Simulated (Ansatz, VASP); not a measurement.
## One calculation of H2CO2, two programs

```
O C H
1.0
     7.57474    0.00000    0.00000
    -1.89369    5.14665    0.00000
     0.00000    0.00000   26.40286
O C H
2 1 2
Direct
  0.49696 0.62301 0.60687
  0.30012 0.23795 0.57596
  0.35747 0.40490 0.60923
  0.56628 0.66344 0.57158
  0.28751 0.37372 0.64655
```

Alike in both runs: task single point; functional PBE; dispersion D3(BJ); k mesh 2 × 3 × 1; occupations gaussian, width 0.05 eV; no spin polarisation.

|  | VASP | Ansatz |
| --- | --- | --- |
| version | VASP 6.6.1 | Ansatz 0.2.0 |
| potentials or method | VASP PAW PBE potentials, release 64 (O, C, H), cutoff 520 eV | scalar-relativistic, plane waves, PAW |
| valence electrons in the cell | 18 | 18 |

Ansatz gave:

| Item | Value |
| --- | --- |
| gap on the k mesh at the Fermi level (eV) | 5.17 |
| rms of the force components (eV/Å) | 1.524 |

Question: Which values does VASP return?

Answer: gap on the k mesh at the Fermi level (eV): 5.17; rms of the force components (eV/Å): 1.497.

The k mesh is coarse, so the values compare programs but aren't converged. Noted on VASP's run: the standard files for N, O and F lose accuracy on very short bonds.
